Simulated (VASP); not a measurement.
# Tl (P6_3/mmc) in VASP: relaxation of cell and atoms with PBE

Aim: the relaxation of cell and atoms of Tl with PBE.

Everything below comes from runs of VASP 6.6.1. Logs are shortened: lines on timing, memory, paths and dates and some standing lists are left out, and cuts for length are marked.

## 1. The cell of the first run

It takes space group P6_3/mmc (No. 194, hexagonal). The conventional cell has a = 3.645 Å, b = 3.645 Å, c = 5.482 Å, α = 90.00°, β = 90.00°, γ = 120.00°. Within 4.5 Å of Tl (site symmetry -6m2) lie 12 Tl at 3.46 to 3.65 Å.

## 2. Relaxation of cell and atoms, PBE

Input file INCAR:

```
  PREC = Accurate
  ENCUT = 600
  EDIFF = 1E-6
  ISMEAR = 0
  SIGMA = 0.05
  LREAL = False
  LASPH = True
  NELM = 100
  ALGO = Normal
  ISIF = 3
  LWAVE = False
  LCHARG = False
  GGA = PE
  IBRION = 2
  NSW = 50
  EDIFFG = -0.01
```

Input file KPOINTS:

```
Automatic mesh
0
Gamma
  14 14 8
```

Input file POSCAR:

```
Tl
1.0
    3.6454763771      0.0000000000      0.0000000000
   -1.8227381886      3.1570751515      0.0000000000
    0.0000000000      0.0000000000      5.4815706023
Tl
2
Direct
    0.3333333333      0.6666666667      0.7500000000
    0.6666666667      0.3333333333      0.2500000000
```

Potentials or basis: VASP PAW PBE potentials, release 64 (Tl_d).

Run with:

```sh
cat potpaw_PBE.64/Tl_d/POTCAR > POTCAR
mpirun -np 1 vasp_std > vasp.out
```

OUTCAR:

```text
PREC = Accurate
   ENCUT = 600
   EDIFF = 1E-6
   ISMEAR = 0
   LREAL = False
   LASPH = True
   NELM = 100
   ISIF = 3
   GGA = PE
   IBRION = 2
   NSW = 50
   EDIFFG = -0.01

 ion  position               nearest neighbor table
   1  0.333  0.667  0.750-   2 3.46   2 3.46   2 3.46   2 3.46   2 3.46   2 3.46
   2  0.667  0.333  0.250-   1 3.46   1 3.46   1 3.46   1 3.46   1 3.46   1 3.46

  LATTYP: Found a hexagonal cell.
 ALAT       =     3.6454763771
 C/A-ratio  =     1.5036637288

  Lattice vectors:

 A1 = (   3.6454763771,   0.0000000000,   0.0000000000)
 A2 = (  -1.8227381886,   3.1570751515,   0.0000000000)
 A3 = (   0.0000000000,   0.0000000000,   5.4815706023)

Analysis of symmetry for initial positions (statically):
=====================================================================
 Subroutine PRICEL returns:
 Original cell was already a primitive cell.

 Routine SETGRP: Setting up the symmetry group for a
 hexagonal supercell.

 Subroutine GETGRP returns: Found 24 space group operations
 (whereof 12 operations were pure point group operations)
 out of a pool of 24 trial point group operations.

The static configuration has the point symmetry D_3d.
 The point group associated with its full space group is D_6h.

Analysis of symmetry for dynamics (positions and initial velocities):
=====================================================================
 Subroutine PRICEL returns:
 Original cell was already a primitive cell.

 Routine SETGRP: Setting up the symmetry group for a
 hexagonal supercell.

 Subroutine GETGRP returns: Found 24 space group operations
 (whereof 12 operations were pure point group operations)
 out of a pool of 24 trial point group operations.

The dynamic configuration has the point symmetry D_3d.
 The point group associated with its full space group is D_6h.

 Subroutine INISYM returns: Found 24 space group operations
 (whereof 12 operations are pure point group operations),
 and found     1 'primitive' translations

----------------------------------------------------------------------------------------

                                     Primitive cell

  volume of cell :      63.0876

  direct lattice vectors                    reciprocal lattice vectors
     3.645476377  0.000000000  0.000000000     0.274312572  0.158374437  0.000000000
    -1.822738189  3.157075151  0.000000000     0.000000000  0.316748874  0.000000000
     0.000000000  0.000000000  5.481570602     0.000000000  0.000000000  0.182429466

  length of vectors
     3.645476377  3.645476377  5.481570602     0.316748874  0.316748874  0.182429466

  position of ions in fractional coordinates (direct lattice)
     0.333333333  0.666666667  0.750000000
     0.666666667  0.333333333  0.250000000

  ion indices of the primitive-cell ions
   primitive index   ion index
                 1           1
                 2           2

----------------------------------------------------------------------------------------

 KPOINTS: Automatic mesh

Automatic generation of k-mesh.
 Grid dimensions read from file:
 generate k-points for:   14   14    8

 Generating k-lattice:

  Cartesian coordinates                     Fractional coordinates (reciprocal lattice)
     0.019593755  0.011312460  0.000000000     0.071428571  0.000000000  0.000000000
     0.000000000  0.022624920  0.000000000     0.000000000  0.071428571  0.000000000
     0.000000000  0.000000000  0.022803683     0.000000000  0.000000000  0.125000000

  Length of vectors
     0.022624920  0.022624920  0.022803683

  Shift w.r.t. Gamma in fractional coordinates (k-lattice)
     0.000000000  0.000000000  0.000000000

 Subroutine IBZKPT returns following result:
 ===========================================

 Found    120 irreducible k-points:

 Following reciprocal coordinates:
            Coordinates               Weight
  0.000000  0.000000  0.000000      1.000000
  0.071429  0.000000  0.000000      6.000000
  0.142857  0.000000  0.000000      6.000000
  0.214286 -0.000000  0.000000      6.000000
  0.285714 -0.000000  0.000000      6.000000
  0.357143  0.000000  0.000000      6.000000
[... 16 lines left out ...]
  0.285714  0.285714  0.000000      6.000000
  0.357143  0.285714  0.000000      6.000000
 [... further k-points ...]
   k-points           NKPTS =    120   k-points in BZ     NKDIM =    120   number of bands    NBANDS=     17
   number of dos      NEDOS =    301   number of ions     NIONS =      2
   total plane-waves  NPLWV =  43200
   dimension x,y,z NGX =    30 NGY =   30 NGZ =   48
   dimension x,y,z NGXF=    60 NGYF=   60 NGZF=   96
   ions per type =               2
   NGX,Y,Z   is equivalent  to a cutoff of  13.68, 13.68, 14.56 a.u.
   NGXF,Y,Z  is equivalent  to a cutoff of  27.36, 27.36, 29.12 a.u.
 SYSTEM =  unknown system
   PREC   = accura    normal or accurate (medium, high low for compatibility)
   ISTART =      0    job   : 0-new  1-cont  2-samecut
   ICHARG =      2    charge: 1-file 2-atom 10-const
   ISPIN  =      1    spin polarized calculation?
   LNONCOLLINEAR =      F non collinear calculations
   LSORBIT =      F    spin-orbit coupling
   LASPH  =      T    aspherical Exc in radial PAW
   ENCUT  =  600.0 eV  44.10 Ry    6.64 a.u.   7.28  7.28 10.95*2*pi/ulx,y,z
   NELM   =    100;   NELMIN=  2; NELMDL= -5     # of ELM steps
   EDIFF  = 0.1E-05   stopping-criterion for ELM
   LREAL  =      F    real-space projection
   EDIFFG = -.1E-01   stopping-criterion for IOM
   NSW    =     50    number of steps for IOM
   IBRION =      2    ionic relax: 0-MD 1-quasi-New 2-CG
   NFREE  =      1    steps in history (QN), initial steepest desc. (CG)
   ISIF   =      3    stress and relaxation
   ISYM   =      2    0-nonsym 1-usesym 2-fastsym
   POTIM  = 0.5000    time-step for ionic-motion
   TEBEG  =    0.0;   TEEND  =   0.0 temperature during run
   PSTRESS=    0.0 pullay stress
   NELECT =      26.0000    total number of electrons
   NUPDOWN=      -1.0000    fix difference up-down
   EMIN   =  10.00;   EMAX   =-10.00  energy-range for DOS
   EFERMI =   0.00;   METHOD = LEGACY
   ISMEAR =     0;   SIGMA  =   0.05  broadening in eV -4-tet -1-fermi 0-gaus
   EFERMI_NEDOS =   21; number of points for ismear=-14 and -15
   IALGO  =     38    algorithm
   IMIX   =      4    mixing-type and parameters
     AMIX     =   0.40;   BMIX     =  1.00
     AMIX_MAG =   1.60;   BMIX_MAG =  1.00
  volume/ion in A,a.u.               =      31.54       212.87
  Fermi-wavevector in a.u.,A,eV,Ry     =   1.218291  2.302237 20.194231  1.484234
  Thomas-Fermi vector in A             =   2.353583
   LORBIT       =      0    0 simple, 1 ext, 2 COOP (PROOUT), +10 PAW based schemes
   GGA     = PE    functional components
   LHFCALC =     F    Hartree Fock is set to
   AEXX    =    0.0000 exact exchange contribution
   IVDW    =     0    specifies the selected vdW correction
   LEPSILON=     F    determine dielectric tensor
   LRPA    =     F    only Hartree local field effects (RPA)
 conjugate gradient relaxation of ions
 non-spin polarized calculation
 Gauss-broadening in eV      SIGMA  =   0.05
  energy-cutoff  :      600.00
  volume of cell :       63.09
 maximum number of plane-waves:      2146
 NGX is ok and might be reduce to    30
   NGX = 15   NGY = 15   NGZ = 21

 number of electron      25.9999995 magnetization

 Free energy of the ion-electron system (eV)
  ---------------------------------------------------
  ext. energy  EPLUGINS =         0.00000000
  ---------------------------------------------------
  free energy    TOTEN  =        -4.44877697 eV

  energy without entropy =       -4.44779240  energy(sigma->0) =       -4.44828468

 E-fermi :   5.6224     XC(G=0):  -9.7045

 val. band max:        5.5998222619   @ k =   0.3571   0.2143   0.2500
 cond. band min:       5.6475635207   @ k =   0.2143   0.1429   0.2500
 fundamental gap:      0.0477412587
 Fermi energy:         5.6224316242

 k-point     1 :       0.0000    0.0000    0.0000
  band No.  band energies     occupation
      1      -6.0350      2.00000
      2      -5.8553      2.00000
      3      -5.8553      2.00000
      4      -5.8340      2.00000
      5      -5.8340      2.00000
      6      -5.8274      2.00000
[... 9 lines left out ...]
     16      14.3114      0.00000
     17      14.3114      0.00000

 k-point     2 :       0.0714    0.0000    0.0000
  band No.  band energies     occupation
      1      -6.0256      2.00000
      2      -5.8794      2.00000
      3      -5.8419      2.00000
      4      -5.8414      2.00000
      5      -5.8405      2.00000
      6      -5.8052      2.00000
[... 9 lines left out ...]
     16      13.5643      0.00000
     17      14.5615      0.00000

 k-point     3 :       0.1429    0.0000    0.0000
  band No.  band energies     occupation
      1      -6.0126      2.00000
      2      -5.9023      2.00000
      3      -5.8636      2.00000
      4      -5.8631      2.00000
      5      -5.8017      2.00000
      6      -5.7990      2.00000
[... 9 lines left out ...]
     16      12.4577      0.00000
     17      14.7721      0.00000

 k-point     4 :       0.2143   -0.0000    0.0000
  band No.  band energies     occupation
      1      -6.0294      2.00000
      2      -5.8998      2.00000
      3      -5.8994      2.00000
      4      -5.8915      2.00000
      5      -5.7916      2.00000
      6      -5.7389      2.00000
[... 9 lines left out ...]
     16      11.1408      0.00000
     17      13.7469      0.00000
[... 343 lines left out ...]
      1      -6.0988      2.00000
      2      -6.0021      2.00000
      3      -5.8853      2.00000
      4      -5.8784      2.00000
      5      -5.7478      2.00000
      6      -5.7081      2.00000
[... 9 lines left out ...]
     16       7.6448      0.00000
     17       9.4092      0.00000

 k-point    23 :       0.2857    0.2857    0.0000
  band No.  band energies     occupation
      1      -6.1060      2.00000
      2      -5.9336      2.00000
      3      -5.9196      2.00000
      4      -5.8588      2.00000
      5      -5.7637      2.00000
      6      -5.7323      2.00000
[... 9 lines left out ...]
     16       8.2062      0.00000
     17       9.2634      0.00000

 k-point    24 :       0.3571    0.2857    0.0000
  band No.  band energies     occupation
      1      -6.1162      2.00000
      2      -5.9311      2.00000
      3      -5.8866      2.00000
      4      -5.8384      2.00000
      5      -5.7875      2.00000
      6      -5.7646      2.00000
[... 9 lines left out ...]
     16       8.1514      0.00000
     17       8.9248      0.00000

 [... further k-points ...]
[... 5 lines left out ...]
  --------------------------------------------------------------------------------------
  -------------------------------------------------------------------------------------
  Total       -0.0039952     -0.0039952     -0.0036496      0.0000000     -0.0000000      0.0000000
  in kB       -0.1014620     -0.1014620     -0.0926847      0.0000000     -0.0000000      0.0000000
  external PRESSURE =      -0.0985362 kB  Pullay stress =       0.0000000 kB

 VOLUME and BASIS-vectors are now :
 -----------------------------------------------------------------------------
  energy-cutoff  :      600.00
  volume of cell :       63.09
      direct lattice vectors                 reciprocal lattice vectors
     3.645476377  0.000000000  0.000000000     0.274312572  0.158374437  0.000000000
    -1.822738189  3.157075151  0.000000000     0.000000000  0.316748874  0.000000000
     0.000000000  0.000000000  5.481570602     0.000000000  0.000000000  0.182429466

 POSITION                                       TOTAL-FORCE (eV/Angst)
 -----------------------------------------------------------------------------------
     -0.00000      2.10472      4.11118        -0.000000      0.000000      0.000000
      1.82274      1.05236      1.37039         0.000000      0.000000      0.000000
 -----------------------------------------------------------------------------------
    total drift:                               -0.000000      0.000000     -0.000000

  FREE ENERGIE OF THE ION-ELECTRON SYSTEM (eV)
  ---------------------------------------------------
  free  energy   TOTEN  =        -4.4487769721 eV

  energy  without entropy=       -4.4477923975  energy(sigma->0) =       -4.44828468

 reached required accuracy - stopping structural energy minimisation
```

It took 77 s on 1 thread of Intel Xeon Platinum 8375C at 2.90GHz (Ice Lake), shared host; peak memory 0.28 GiB.

What came out:

```
Free energy             : -4.4488 eV
Pressure after relaxing : 0.0 GPa
Band gap on the k mesh  : zero (band 13 reaches 9.42 eV, above the bottom of band 14 at 3.63 eV)
```

Final structure:
```xyz
2
Lattice="3.6455 0.0000 0.0000 -1.8227 3.1571 0.0000 0.0000 0.0000 5.4816" Properties=species:S:1:pos:R:3 pbc="T T T"
Tl    0.0000    2.1047    4.1112
Tl    1.8227    1.0524    1.3704
```

Levels at points of the mesh, in eV from the Fermi level:
```csv
k point,band 9,band 10,band 11,band 12,band 13,band 14,band 15,band 16,band 17
"(0.00, 0.00, 0.00)",-11.12,-11.12,-9.45,-4.64,-2.28,6.64,6.64,8.69,8.69
"(0.50, 0.00, 0.00)",-11.13,-11.06,-5.95,-4.76,-0.53,0.93,1.35,3.20,3.68
"(0.00, 0.00, 0.50)",-11.21,-11.21,-8.04,-8.04,3.80,3.80,7.64,7.64,7.64
"(0.50, 0.00, 0.50)",-11.12,-11.12,-4.93,-4.93,-1.99,-1.99,4.87,4.87,5.94
```

Caveat: the relaxation stopped at its first step, so nothing moved; spin-orbit coupling is left out, which moves the levels of the heavy elements.
